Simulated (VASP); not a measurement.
# RbBr (Fm-3m) in VASP: settings compared, part 2 of 2

VASP 6.6.1.

## 5. Single point, PBE-based screened hybrid

File POSCAR:

```
RbBr
1.0
    0.0000000000      3.4270000000      3.4270000000
    3.4270000000      0.0000000000      3.4270000000
    3.4270000000      3.4270000000      0.0000000000
Rb Br
1 1
Direct
    0.0000000000      0.0000000000      0.0000000000
    0.5000000000      0.5000000000      0.5000000000
```

File INCAR.step1:

```
SYSTEM = RbBr
PREC = Accurate
ENCUT = 520
EDIFF = 1E-5
ISMEAR = -1
SIGMA = 0.05
LREAL = .FALSE.
LASPH = .TRUE.
NELM = 100
ALGO = Normal
ISIF = 2
LWAVE = .TRUE.
LCHARG = .FALSE.
GGA = PE
NBANDS = 15
```

File INCAR.step2:

```
SYSTEM = RbBr
PREC = Accurate
ENCUT = 520
EDIFF = 1E-6
ISMEAR = -1
SIGMA = 0.05
LREAL = .FALSE.
LASPH = .TRUE.
NELM = 100
ALGO = Normal
ISIF = 2
LWAVE = .FALSE.
LCHARG = .FALSE.
GGA = PE
LHFCALC = .TRUE.
AEXX = 0.25
HFSCREEN = 0.3
PRECFOCK = Normal
ISTART = 1
NBANDS = 15
```

File KPOINTS:

```
Automatic mesh
0
G
  4 4 4
  0 0 0
```

Potentials or basis: VASP PAW PBE potentials, release 64 (Rb_sv, Br).

The run is started by

```bash
cat potpaw_PBE.64/Rb_sv/POTCAR potpaw_PBE.64/Br/POTCAR > POTCAR
cp INCAR.step1 INCAR
mpirun -np 1 vasp_std > vasp.out
cp INCAR.step2 INCAR
mpirun -np 1 vasp_std > vasp.out
```

OUTCAR:

```text
SYSTEM = RbBr
   PREC = Accurate
   ENCUT = 520
   EDIFF = 1E-6
   ISMEAR = -1
   LREAL = .FALSE.
   LASPH = .TRUE.
   NELM = 100
   ISIF = 2
   GGA = PE
   LHFCALC = .TRUE.
   AEXX = 0.25
   HFSCREEN = 0.3
   PRECFOCK = Normal
   ISTART = 1

 ion  position               nearest neighbor table
   1  0.000  0.000  0.000-   2 3.43   2 3.43   2 3.43   2 3.43   2 3.43   2 3.43
   2  0.500  0.500  0.500-   1 3.43   1 3.43   1 3.43   1 3.43   1 3.43   1 3.43

  LATTYP: Found a face centered cubic cell.
 ALAT       =     6.8540000000

  Lattice vectors:

 A1 = (   0.0000000000,   3.4270000000,   3.4270000000)
 A2 = (   3.4270000000,   0.0000000000,   3.4270000000)
 A3 = (   3.4270000000,   3.4270000000,   0.0000000000)

Analysis of symmetry for initial positions (statically):
=====================================================================
 Subroutine PRICEL returns:
 Original cell was already a primitive cell.

 Routine SETGRP: Setting up the symmetry group for a
 face centered cubic supercell.

 Subroutine GETGRP returns: Found 48 space group operations
 (whereof 48 operations were pure point group operations)
[... 166 lines left out ...]
      4     -11.4594      2.00000
      5     -11.4594      2.00000
      6      -2.4852      2.00000
      7      -2.4852      2.00000
      8      -2.4852      2.00000
      9       2.8107      0.00000
     10       5.8020      0.00000
     11       5.8020      0.00000
     12       5.8020      0.00000
     13       6.7697      0.00000
     14       6.7697      0.00000
[... 113 lines left out ...]
      2     -15.6079      2.00000
      3     -11.5908      2.00000
      4     -11.5908      2.00000
      5     -11.4349      2.00000
      6      -2.9887      2.00000
      7      -2.8424      2.00000
      8      -2.8424      2.00000
      9       5.5525      0.00000
     10       5.5525      0.00000
     11       6.8537      0.00000
     12       7.2629      0.00000
     13       9.6473      0.00000
     14       9.6484      0.00000
     15       9.7307      0.00000

------------------------ aborting loop because EDIFF is reached ----------------------------------------

  FORCE on cell =-STRESS in cart. coord.  units (eV):
  Direction    XX          YY          ZZ          XY          YZ          ZX
  --------------------------------------------------------------------------------------
  -------------------------------------------------------------------------------------
  Total        0.3892486      0.3892486      0.3892486      0.0000000     -0.0000000      0.0000000
  in kB        7.7475671      7.7475671      7.7475671      0.0000000     -0.0000000      0.0000000
  external PRESSURE =       7.7475671 kB  Pullay stress =       0.0000000 kB

 VOLUME and BASIS-vectors are now :
 -----------------------------------------------------------------------------
  energy-cutoff  :      520.00
  volume of cell :       80.50
      direct lattice vectors                 reciprocal lattice vectors
     0.000000000  3.427000000  3.427000000    -0.145900204  0.145900204  0.145900204
     3.427000000  0.000000000  3.427000000     0.145900204 -0.145900204  0.145900204
     3.427000000  3.427000000  0.000000000     0.145900204  0.145900204 -0.145900204

 POSITION                                       TOTAL-FORCE (eV/Angst)
 -----------------------------------------------------------------------------------
      0.00000      0.00000      0.00000         0.000000      0.000000     -0.000000
      3.42700      3.42700      3.42700         0.000000      0.000000      0.000000
 -----------------------------------------------------------------------------------
    total drift:                                0.000000      0.000000      0.000000

  FREE ENERGIE OF THE ION-ELECTRON SYSTEM (eV)
  ---------------------------------------------------
  free  energy   TOTEN  =        -6.8977785653 eV

  energy  without entropy=       -6.8977785653  energy(sigma->0) =       -6.89777857
```

OUTCAR.step1:

```text
SYSTEM = RbBr
   PREC = Accurate
   ENCUT = 520
   EDIFF = 1E-5
   ISMEAR = -1
   LREAL = .FALSE.
[... 346 lines left out ...]
      0.00000      0.00000      0.00000        -0.000000      0.000000     -0.000000
      3.42700      3.42700      3.42700         0.000000     -0.000000      0.000000
 -----------------------------------------------------------------------------------
    total drift:                                0.000000      0.000000      0.000000

  FREE ENERGIE OF THE ION-ELECTRON SYSTEM (eV)
  ---------------------------------------------------
  free  energy   TOTEN  =        -6.0970945103 eV

  energy  without entropy=       -6.0970945103  energy(sigma->0) =       -6.09709451
```

Run time: 6.7 min. Hardware: 1 thread of Intel Xeon Platinum 8488C (Sapphire Rapids), shared host; peak memory 0.32 GiB.

Results:

* Free energy: -6.8978 eV
* Pressure: 0.8 GPa
* Band gap on the k mesh: 5.30 eV, direct

Caveat: the PAW data sets were made with another functional, which shifts forces and pressure a little.

## 6. Overview

| task | level | cell | k mesh | cutoff (eV) | grid for exact exchange (PRECFOCK) | share of exact exchange | screening parameter | gap on the mesh (eV) | pressure (GPa) |
| --- | --- | --- | --- | --- | --- | --- | --- | --- | --- |
| relaxation of cell and atoms | PBEsol | relaxed to 20 GPa | 7 × 7 × 7 | 600 | - | - | - | 4.43 | 20.0 |
| relaxation of cell and atoms | PBEsol | relaxed to 30 GPa | 7 × 7 × 7 | 600 | - | - | - | 4.00 | 30.0 |
| single point | PBE-based screened hybrid | as given | 4 × 4 × 4 | 520 | Normal | 0.25 | 0.15 1/Å | 5.70 | 0.8 |
| single point | PBE-based screened hybrid | as given | 4 × 4 × 4 | 520 | Normal | 0.25 | 0.3 1/Å | 5.30 | 0.8 |

Alike in all rows: potentials or basis VASP PAW PBE potentials, release 64 (Rb_sv, Br); no spin polarisation; smearing fermi-dirac 0.05 eV.

Caveats: the PAW data sets were made with another functional, which shifts forces and pressure a little; the cell is relaxed towards a set pressure, so the enthalpy falls and the energy may rise (some runs).

Absolute energies hang on the potentials; compare differences alone.
